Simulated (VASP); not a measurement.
# Sc3Cu (I4/mmm) in VASP: single point with PBE

Aim: the single point of Sc3Cu with PBE.

Everything below comes from runs of VASP 6.6.1. Logs are shortened: lines on timing, memory, paths and dates and some standing lists are left out, and cuts for length are marked.

### Step 1. The cell of the first run

It takes space group I4/mmm (No. 139, tetragonal). The conventional cell has a = 4.129 Å, b = 4.129 Å, c = 9.734 Å, α = 90.00°, β = 90.00°, γ = 90.00°. Sc (site symmetry 4/mmm) has 4 Cu at 2.92 Å and 8 Sc at 3.19 Å within 3.8 Å. Sc (site symmetry -4m2) has 8 Sc at 2.92 to 3.19 Å and 4 Cu at 3.19 Å within 3.8 Å. Cu (site symmetry 4/mmm) has 12 Sc at 2.92 to 3.19 Å within 3.8 Å.

### Step 2. Single point, PBE

File INCAR:

```
SYSTEM = Sc3Cu
PREC = Accurate ; ENCUT = 520
EDIFF = 1E-6 ; ISMEAR = 0
SIGMA = 0.1 ; LREAL = .False.
LASPH = .True. ; NELM = 60
ALGO = Fast ; ISIF = 2
LWAVE = .False. ; LCHARG = .False.
GGA = PE ; NBANDS = 30
```

File KPOINTS:

```
regular mesh
0
Gamma
  16 16 16
  0 0 0
```

File POSCAR:

```
Sc3Cu
1.0
   -2.0647479910      2.0647479910      4.8670984647
    2.0647479910     -2.0647479910      4.8670984647
    2.0647479910      2.0647479910     -4.8670984647
Sc Cu
3 1
Direct
    0.5000000000      0.5000000000      0.0000000000
    0.2500000000      0.7500000000      0.5000000000
    0.7500000000      0.2500000000      0.5000000000
    0.0000000000      0.0000000000      0.0000000000
```

Potentials or basis: VASP PAW PBE potentials, release 64 (Sc_sv, Cu).

Command:

```
$ cat potpaw_PBE.64/Sc_sv/POTCAR potpaw_PBE.64/Cu/POTCAR > POTCAR
$ mpirun -np 1 vasp_std > vasp.out
```

OUTCAR:

```text
SYSTEM = Sc3Cu
   PREC = Accurate
   ENCUT = 520
   EDIFF = 1E-6
   ISMEAR = 0
   LREAL = .False.
   LASPH = .True.
   NELM = 60
   ISIF = 2
   GGA = PE

 ion  position               nearest neighbor table
   1  0.500  0.500  0.000-   4 2.92   4 2.92   4 2.92   4 2.92   3 3.19   2 3.19   3 3.19   3 3.19
                             2 3.19   2 3.19   3 3.19   2 3.19
   2  0.250  0.750  0.500-   3 2.92   3 2.92   3 2.92   3 2.92   1 3.19   1 3.19   1 3.19   1 3.19

   3  0.750  0.250  0.500-   2 2.92   2 2.92   2 2.92   2 2.92   1 3.19   1 3.19   1 3.19   1 3.19

   4  0.000  0.000  0.000-   1 2.92   1 2.92   1 2.92   1 2.92

  LATTYP: Found a body centered tetragonal cell.
 ALAT       =     4.1294959820
 C/A-ratio  =     2.3572360820

  Lattice vectors:

 A1 = (  -2.0647479910,   2.0647479910,   4.8670984647)
 A2 = (   2.0647479910,  -2.0647479910,   4.8670984647)
 A3 = (   2.0647479910,   2.0647479910,  -4.8670984647)

Analysis of symmetry for initial positions (statically):
=====================================================================
 Subroutine PRICEL returns:
 Original cell was already a primitive cell.

 Routine SETGRP: Setting up the symmetry group for a
 body centered tetragonal supercell.

 Subroutine GETGRP returns: Found 16 space group operations
 (whereof 16 operations were pure point group operations)
 out of a pool of 16 trial point group operations.

The static configuration has the point symmetry D_4h.

Analysis of symmetry for dynamics (positions and initial velocities):
=====================================================================
 Subroutine PRICEL returns:
 Original cell was already a primitive cell.

 Routine SETGRP: Setting up the symmetry group for a
 body centered tetragonal supercell.

 Subroutine GETGRP returns: Found 16 space group operations
 (whereof 16 operations were pure point group operations)
 out of a pool of 16 trial point group operations.

The dynamic configuration has the point symmetry D_4h.

 Subroutine INISYM returns: Found 16 space group operations
 (whereof 16 operations are pure point group operations),
 and found     1 'primitive' translations

----------------------------------------------------------------------------------------

                                     Primitive cell

  volume of cell :      82.9974

  direct lattice vectors                    reciprocal lattice vectors
    -2.064747991  2.064747991  4.867098465     0.000000000  0.242160303  0.102730611
     2.064747991 -2.064747991  4.867098465     0.242160303  0.000000000  0.102730611
     2.064747991  2.064747991 -4.867098465     0.242160303  0.242160303  0.000000000

  length of vectors
     5.675827340  5.675827340  5.675827340     0.263049788  0.263049788  0.342466385

  position of ions in fractional coordinates (direct lattice)
     0.500000000  0.500000000  0.000000000
     0.250000000  0.750000000  0.500000000
     0.750000000  0.250000000  0.500000000
     0.000000000  0.000000000  0.000000000

  ion indices of the primitive-cell ions
   primitive index   ion index
                 1           1
                 2           2
                 3           3
                 4           4

----------------------------------------------------------------------------------------

 KPOINTS: regular mesh

Automatic generation of k-mesh.
 Grid dimensions read from file:
 generate k-points for:   16   16   16

 Generating k-lattice:

  Cartesian coordinates                     Fractional coordinates (reciprocal lattice)
     0.000000000  0.015135019  0.006420663     0.062500000  0.000000000  0.000000000
     0.015135019  0.000000000  0.006420663     0.000000000  0.062500000  0.000000000
     0.015135019  0.015135019  0.000000000     0.000000000  0.000000000  0.062500000

  Length of vectors
     0.016440612  0.016440612  0.021404149

  Shift w.r.t. Gamma in fractional coordinates (k-lattice)
     0.000000000  0.000000000  0.000000000

 Subroutine IBZKPT returns following result:
 ===========================================

 Found    349 irreducible k-points:

 Following reciprocal coordinates:
            Coordinates               Weight
  0.000000  0.000000  0.000000      1.000000
  0.062500 -0.000000  0.000000      8.000000
  0.125000 -0.000000  0.000000      8.000000
  0.187500 -0.000000  0.000000      8.000000
  0.250000 -0.000000  0.000000      8.000000
  0.312500  0.000000  0.000000      8.000000
[... 16 lines left out ...]
 -0.125000  0.062500 -0.000000     16.000000
 -0.062500  0.062500  0.000000      4.000000
 [... further k-points ...]
   k-points           NKPTS =    349   k-points in BZ     NKDIM =    349   number of bands    NBANDS=     30
   number of dos      NEDOS =    301   number of ions     NIONS =      4
   total plane-waves  NPLWV =  74088
   dimension x,y,z NGX =    42 NGY =   42 NGZ =   42
   dimension x,y,z NGXF=    84 NGYF=   84 NGZF=   84
   ions per type =               3   1
   NGX,Y,Z   is equivalent  to a cutoff of  12.30, 12.30, 12.30 a.u.
   NGXF,Y,Z  is equivalent  to a cutoff of  24.60, 24.60, 24.60 a.u.
 SYSTEM =  Sc3Cu
   PREC   = accura    normal or accurate (medium, high low for compatibility)
   ISTART =      0    job   : 0-new  1-cont  2-samecut
   ICHARG =      2    charge: 1-file 2-atom 10-const
   ISPIN  =      1    spin polarized calculation?
   LNONCOLLINEAR =      F non collinear calculations
   LSORBIT =      F    spin-orbit coupling
   LASPH  =      T    aspherical Exc in radial PAW
   ENCUT  =  520.0 eV  38.22 Ry    6.18 a.u.  10.55 10.55 10.55*2*pi/ulx,y,z
   NELM   =     60;   NELMIN=  2; NELMDL= -5     # of ELM steps
   EDIFF  = 0.1E-05   stopping-criterion for ELM
   LREAL  =      F    real-space projection
   EDIFFG = 0.1E-04   stopping-criterion for IOM
   NSW    =      0    number of steps for IOM
   IBRION =     -1    ionic relax: 0-MD 1-quasi-New 2-CG
   NFREE  =      0    steps in history (QN), initial steepest desc. (CG)
   ISIF   =      2    stress and relaxation
   ISYM   =      2    0-nonsym 1-usesym 2-fastsym
   POTIM  = 0.5000    time-step for ionic-motion
   TEBEG  =    0.0;   TEEND  =   0.0 temperature during run
   PSTRESS=    0.0 pullay stress
   NELECT =      44.0000    total number of electrons
   NUPDOWN=      -1.0000    fix difference up-down
   EMIN   =  10.00;   EMAX   =-10.00  energy-range for DOS
   EFERMI =   0.00;   METHOD = LEGACY
   ISMEAR =     0;   SIGMA  =   0.10  broadening in eV -4-tet -1-fermi 0-gaus
   EFERMI_NEDOS =   21; number of points for ismear=-14 and -15
   IALGO  =     68    algorithm
   IMIX   =      4    mixing-type and parameters
     AMIX     =   0.40;   BMIX     =  1.00
     AMIX_MAG =   1.60;   BMIX_MAG =  1.00
  volume/ion in A,a.u.               =      20.75       140.02
  Fermi-wavevector in a.u.,A,eV,Ry     =   1.324965  2.503820 23.885456  1.755532
  Thomas-Fermi vector in A             =   2.454461
   LORBIT       =      0    0 simple, 1 ext, 2 COOP (PROOUT), +10 PAW based schemes
   GGA     = PE    functional components
   LHFCALC =     F    Hartree Fock is set to
   AEXX    =    0.0000 exact exchange contribution
   IVDW    =     0    specifies the selected vdW correction
   LEPSILON=     F    determine dielectric tensor
   LRPA    =     F    only Hartree local field effects (RPA)
 non-spin polarized calculation
 RMM-DIIS sequential band-by-band and
 Gauss-broadening in eV      SIGMA  =   0.10
  energy-cutoff  :      520.00
  volume of cell :       83.00
 maximum number of plane-waves:      2266
   NGX = 21   NGY = 21   NGZ = 21

 number of electron      43.9999998 magnetization

 Free energy of the ion-electron system (eV)
  ---------------------------------------------------
  ext. energy  EPLUGINS =         0.00000000
  ---------------------------------------------------
  free energy    TOTEN  =       -22.17868168 eV

  energy without entropy =      -22.14279150  energy(sigma->0) =      -22.16073659

 E-fermi :   4.4465     XC(G=0): -10.4242

 val. band max:        4.4443021908   @ k =  -0.1875  -0.1875   0.1250
 cond. band min:       4.4487134576   @ k =  -0.3750   0.5000   0.1250
 fundamental gap:      0.0044112669
 Fermi energy:         4.4465032511

 k-point     1 :       0.0000    0.0000    0.0000
  band No.  band energies     occupation
      1     -45.0648      2.00000
      2     -44.9246      2.00000
      3     -44.7897      2.00000
      4     -23.7940      2.00000
      5     -23.7940      2.00000
      6     -23.7894      2.00000
[... 22 lines left out ...]
     29       7.1181      0.00000
     30       7.1586      0.00000

 k-point     2 :       0.0625   -0.0000    0.0000
  band No.  band energies     occupation
      1     -45.0644      2.00000
      2     -44.9236      2.00000
      3     -44.7911      2.00000
      4     -23.8039      2.00000
      5     -23.7902      2.00000
      6     -23.7736      2.00000
[... 22 lines left out ...]
     29       7.0725      0.00000
     30       7.1987      0.00000

 k-point     3 :       0.1250   -0.0000    0.0000
  band No.  band energies     occupation
      1     -45.0632      2.00000
      2     -44.9205      2.00000
      3     -44.7952      2.00000
      4     -23.8085      2.00000
      5     -23.7797      2.00000
      6     -23.7548      2.00000
[... 22 lines left out ...]
     29       7.0012      0.00000
     30       7.2785      0.00000

 k-point     4 :       0.1875   -0.0000    0.0000
  band No.  band energies     occupation
      1     -45.0616      2.00000
      2     -44.9152      2.00000
      3     -44.8019      2.00000
      4     -23.8052      2.00000
      5     -23.7646      2.00000
      6     -23.7477      2.00000
[... 616 lines left out ...]
     29       6.9752      0.00000
     30       7.3060      0.00000

 k-point    23 :      -0.1250    0.0625   -0.0000
  band No.  band energies     occupation
      1     -45.0632      2.00000
      2     -44.9192      2.00000
      3     -44.7965      2.00000
      4     -23.8219      2.00000
      5     -23.7604      2.00000
      6     -23.7461      2.00000
[... 22 lines left out ...]
     29       7.0052      0.00000
     30       7.2452      0.00000

 k-point    24 :      -0.0625    0.0625    0.0000
  band No.  band energies     occupation
      1     -45.0642      2.00000
      2     -44.9224      2.00000
      3     -44.7925      2.00000
      4     -23.8139      2.00000
      5     -23.7737      2.00000
      6     -23.7686      2.00000
[... 22 lines left out ...]
     29       7.0558      0.00000
     30       7.2091      0.00000

 [... further k-points ...]

------------------------ aborting loop because EDIFF is reached ----------------------------------------

  FORCE on cell =-STRESS in cart. coord.  units (eV):
  Direction    XX          YY          ZZ          XY          YZ          ZX
  --------------------------------------------------------------------------------------
  -------------------------------------------------------------------------------------
  Total        0.1525272      0.1525272      0.1472826      0.0000000      0.0000000     -0.0000000
  in kB        2.9443789      2.9443789      2.8431363      0.0000000      0.0000000     -0.0000000
  external PRESSURE =       2.9106313 kB  Pullay stress =       0.0000000 kB

 VOLUME and BASIS-vectors are now :
 -----------------------------------------------------------------------------
  energy-cutoff  :      520.00
  volume of cell :       83.00
      direct lattice vectors                 reciprocal lattice vectors
    -2.064747991  2.064747991  4.867098465     0.000000000  0.242160303  0.102730611
     2.064747991 -2.064747991  4.867098465     0.242160303  0.000000000  0.102730611
     2.064747991  2.064747991 -4.867098465     0.242160303  0.242160303  0.000000000

 POSITION                                       TOTAL-FORCE (eV/Angst)
 -----------------------------------------------------------------------------------
      0.00000      0.00000      4.86710        -0.000000      0.000000      0.000000
      2.06475      0.00000      2.43355         0.000000     -0.000000     -0.000000
      0.00000      2.06475      2.43355        -0.000000      0.000000      0.000000
      0.00000      0.00000      0.00000        -0.000000      0.000000      0.000000
 -----------------------------------------------------------------------------------
    total drift:                               -0.000000     -0.000000      0.000000

  FREE ENERGIE OF THE ION-ELECTRON SYSTEM (eV)
  ---------------------------------------------------
  free  energy   TOTEN  =       -22.1786816757 eV

  energy  without entropy=      -22.1427914973  energy(sigma->0) =      -22.16073659
```

It took 52 min on 1 thread of AMD EPYC 7R13, shared host; peak memory 0.81 GiB.

What came out:

| Property | Result |
| --- | --- |
| Free energy | -22.1787 eV |
| Pressure | 0.3 GPa |
| Band gap on the k mesh | zero (bands 22 and 23 overlap by 0.29 eV) |
